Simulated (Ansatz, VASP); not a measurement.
## Two plane-wave programs on ZrBr

```
Zr Br
1.0
     1.76315    1.01796    9.41897
    -1.76315    1.01796    9.41897
     0.00000   -2.03591    9.41897
Zr Br
2 2
Direct
  0.20920 0.20920 0.20920
  0.79080 0.79080 0.79080
  0.39170 0.39170 0.39170
  0.60830 0.60830 0.60830
```

Change from the starting cell: volume scaled by 1.02, PAW files.

Alike in both runs: task electric field gradients; functional LDA; k mesh 10 × 10 × 10; occupations fermi-dirac, width 0.02 eV; no spin polarisation.

|  | VASP | Ansatz |
| --- | --- | --- |
| version | VASP 6.6.1 | Ansatz 0.2.0 |
| potentials or method | VASP PAW LDA potentials, release 64 (Zr_sv, Br) | PAW with Ansatz's default frozen-core files, scalar-relativistic |
| plane-wave cutoff (eV) | 520 | 420 |
| valence electrons in the cell | 38 | 38 |

|  | VASP | Ansatz | Ansatz less VASP |
| --- | --- | --- | --- |
| pressure (GPa) | -4.5 | -4.6 | -0.12 |
| traceless stress, the component that is largest in VASP (GPa) | -0.24 | -0.26 | -0.022 |
| rms of the force components (eV/Å) | 0.210 | 0.213 | +0.0031 |
| size of Vzz on the site where it differs most (V/Å²) | 15.5 | 11.6 | -3.89 |

LDA's correlation is that of Perdew and Zunger in VASP and of Perdew and Wang (1992) in Ansatz. Atom by atom the forces differ by 0.008 eV/Å (rms over components).
